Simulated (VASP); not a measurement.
A run of VASP 6.6.1 is set up as follows.

The input INCAR:

```
SYSTEM = B
PREC     = Accurate       ! precision mode
ENCUT    = 1230           ! plane-wave cutoff, eV
EDIFF    = 1E-7           ! SCF threshold, eV
ISMEAR   = 0              ! smearing method
SIGMA    = 0.1            ! smearing width, eV
LREAL    = .FALSE.        ! projectors in reciprocal space
LASPH    = .TRUE.         ! aspherical terms in the spheres
NELM     = 120            ! most SCF steps
ALGO     = Normal         ! electronic algorithm
ISIF     = 3              ! what is computed and relaxed
LWAVE    = .FALSE.        ! write WAVECAR
LCHARG   = .FALSE.        ! write CHGCAR
GGA      = PE             ! functional
IBRION   = 2              ! ionic algorithm
NSW      = 90             ! ionic steps
EDIFFG   = -0.04          ! ionic threshold
GGA_COMPAT= .FALSE.      
NELMIN   = 4
```

Contents of KPOINTS:

```
Automatic mesh
0
G
  9 9 6
  0 0 0
```

Contents of POSCAR:

```
B
1.0
    2.2130123495      0.0000000000      0.0000000000
   -1.1065061747      1.9165249135      0.0000000000
    0.0000000000      0.0000000000      3.5918362432
B
2
Direct
    0.3333333333      0.6666666667      0.2500000000
    0.6666666667      0.3333333333      0.7500000000
```

Potentials or basis: VASP PAW PBE potentials, release 64 (B_h).

Command:

```sh
$ cat potpaw_PBE.64/B_h/POTCAR > POTCAR
$ mpirun -np 1 vasp_std > vasp.out
```

(1) What does it give for the space group after relaxing (to 0.1 Å)?

(2) Predict the band gap on the k mesh.

(3) Predict the relaxed cell.

(4) Predict the relaxed volume.

Answers

(1) P6_3/mmc (No. 194).

(2) zero (bands 3 and 4 overlap by 10.08 eV).

(3) a = 1.706 Å, b = 1.706 Å, c = 6.710 Å, α = 90.00°, β = 90.00°, γ = 120.00°.

(4) 8.46 Å³/atom.

Caveat: the k points lie up to 0.47 Å⁻¹ apart in the final cell, too coarse for converged energies and pressures of a metal; a cell axis changed by over 15 % at a fixed basis, so the end point is rough; this functional lacks dispersion, which binds layers or chains, so the pressure and a relaxed spacing across them are unreliable.
